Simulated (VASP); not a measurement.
Input of a VASP 6.6.1 run:

File INCAR:

```
SYSTEM = CO2
PREC = Accurate
ENCUT = 600
EDIFF = 1E-6
ISMEAR = 0
SIGMA = 0.1
LREAL = .False.
LASPH = .True.
NELM = 60
ALGO = Normal
ISIF = 3
LWAVE = .False.
LCHARG = .False.
GGA = PE
IVDW = 12
IBRION = 2
NSW = 100
EDIFFG = -0.05
```

KPOINTS

```
Automatic mesh
0
Gamma
  4 4 4
  0 0 0
```

The input POSCAR:

```
CO2
1.0
    5.6300000000      0.0000000000      0.0000000000
    0.0000000000      5.6300000000      0.0000000000
    0.0000000000      0.0000000000      5.6300000000
C O
4 8
Direct
    0.0000000000      0.0000000000      0.0000000000
    0.5000000000      0.0000000000      0.5000000000
    0.5000000000      0.5000000000      0.0000000000
    0.0000000000      0.5000000000      0.5000000000
    0.1080000000      0.1080000000      0.1080000000
    0.3920000000      0.8920000000      0.6080000000
    0.6080000000      0.3920000000      0.8920000000
    0.8920000000      0.6080000000      0.3920000000
    0.8920000000      0.8920000000      0.8920000000
    0.6080000000      0.1080000000      0.3920000000
    0.3920000000      0.6080000000      0.1080000000
    0.1080000000      0.3920000000      0.6080000000
```

Potentials or basis: VASP PAW PBE potentials, release 64 (C, O).

Command:

```bash
$ cat potpaw_PBE.64/C/POTCAR potpaw_PBE.64/O/POTCAR > POTCAR
$ mpirun -np 1 vasp_std > vasp.out
```

(1) What does it give for the relaxed cell?

(2) What does it give for the space group after relaxing (to 0.1 Å)?

(3) What does it give for the band gap on the k mesh?

Results:

(1) a = 5.649 Å, b = 5.649 Å, c = 5.649 Å, α = 90.00°, β = 90.00°, γ = 90.00°.

(2) Pa-3 (No. 205).

(3) 6.70 eV.
